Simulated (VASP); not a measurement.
Wanted: the native input for a VASP 6.6.1 run.

| Item | Value |
| --- | --- |
| Task | single point |
| Functional | r2SCAN |
| Potentials or basis | VASP PAW PBE potentials, release 64 (Mo_sv) |
| Cutoff | 520 eV |
| k mesh | 24 × 24 × 24 |
| Occupations | gaussian, width 0.15 eV |
| Spin | no spin polarisation |
| Dipole correction | no |
| Further INCAR settings | ALGO = Normal; EDIFF = 1e-07; NBANDS = 13 |

Crystal: Mo.

```
Mo
1.0
    -1.37239    1.37239    2.05859
     1.37239   -1.37239    2.05859
     1.37239    1.37239   -2.05859
Mo
1
Direct
  0.00000 0.00000 0.00000
```

This cell differs from its parent crystal: ratio of the length along z to the lengths across it x 1.5, volume and fractional coordinates fixed.

One way to write it, as run:

POSCAR

```
Mo
1.0
   -1.3723949101      1.3723949101      2.0585923652
    1.3723949101     -1.3723949101      2.0585923652
    1.3723949101      1.3723949101     -2.0585923652
Mo
1
Direct
    0.0000000000      0.0000000000      0.0000000000
```

INCAR.step1

```
SYSTEM = Mo
ALGO = Normal ; EDIFF = 1E-4
ENCUT = 520 ; GGA = PE
ISMEAR = 0 ; LASPH = .TRUE.
LCHARG = .FALSE. ; LREAL = .FALSE.
LWAVE = .TRUE. ; NBANDS = 13
NELM = 60 ; PREC = Accurate
SIGMA = 0.15
```

INCAR.step2

```
SYSTEM = Mo
ALGO = Normal ; EDIFF = 1E-7
ENCUT = 520 ; ISIF = 2
ISMEAR = 0 ; ISTART = 1
LASPH = .TRUE. ; LCHARG = .TRUE.
LELF = .TRUE. ; LMIXTAU = .TRUE.
LREAL = .FALSE. ; LVHAR = .TRUE.
LWAVE = .FALSE. ; METAGGA = R2SCAN
NBANDS = 13 ; NELM = 60
PREC = Accurate ; SIGMA = 0.15
```

KPOINTS

```
k-points
0
G
  24 24 24
  0 0 0
```

Potentials or basis: VASP PAW PBE potentials, release 64 (Mo_sv).

The run is started by

```sh
$ cat potpaw_PBE.64/Mo_sv/POTCAR > POTCAR
$ cp INCAR.step1 INCAR
$ mpirun -np 1 vasp_std > vasp.out
$ cp INCAR.step2 INCAR
$ mpirun -np 1 vasp_std > vasp.out
```

Results of the run:

```yaml
Pressure: 7.1 GPa
Band_gap_on_the_k_mesh: zero (bands 7 and 8 overlap by 4.85 eV)
```

Caveat: the stress differs along the axes, from 4 to 14 GPa; the PAW data sets were made with another functional, which shifts forces and pressure a little.

Wall time 42 min on 1 thread of Intel Xeon 8259CL (shared host), peak memory 0.29 GiB.
